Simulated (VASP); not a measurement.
Input of a VASP 6.6.1 run:

The input INCAR:

```
ALGO = Normal
EDIFF = 1E-6
ENCUT = 500
GGA = PE
GGA_COMPAT = F
ISIF = 2
ISMEAR = 0
LASPH = T
LCHARG = F
LREAL = F
LWAVE = F
NBANDS = 16
NELM = 120
PREC = Accurate
SIGMA = 0.01
```

Contents of KPOINTS:

```
k-points
0
Gamma
  3 3 3
```

POSCAR

```
GaAs
1.0
    3.9977700000      0.0000000000      0.0000000000
    1.9988850000      3.4621703785      0.0000000000
    1.9988850000      1.1540567928      3.2641655363
Ga As
1 1
Direct
    0.0000000000      0.0000000000      0.0000000000
    0.2500000000      0.2500000000      0.2500000000
```

Potentials or basis: VASP PAW PBE potentials, release 64 (Ga_d, As).

Run with:

```console
$ cat potpaw_PBE.64/Ga_d/POTCAR potpaw_PBE.64/As/POTCAR > POTCAR
$ mpirun -np 1 vasp_std > vasp.out
```

**Question.** Predict the pressure.

**Answer.** 4.6 GPa.

**Question.** Predict the band gap on the k mesh.

**Answer.** 0.49 eV, direct.

Caveat: the k points lie up to 0.64 Å⁻¹ apart. As with any semilocal functional, this PBE gap is likely too small.
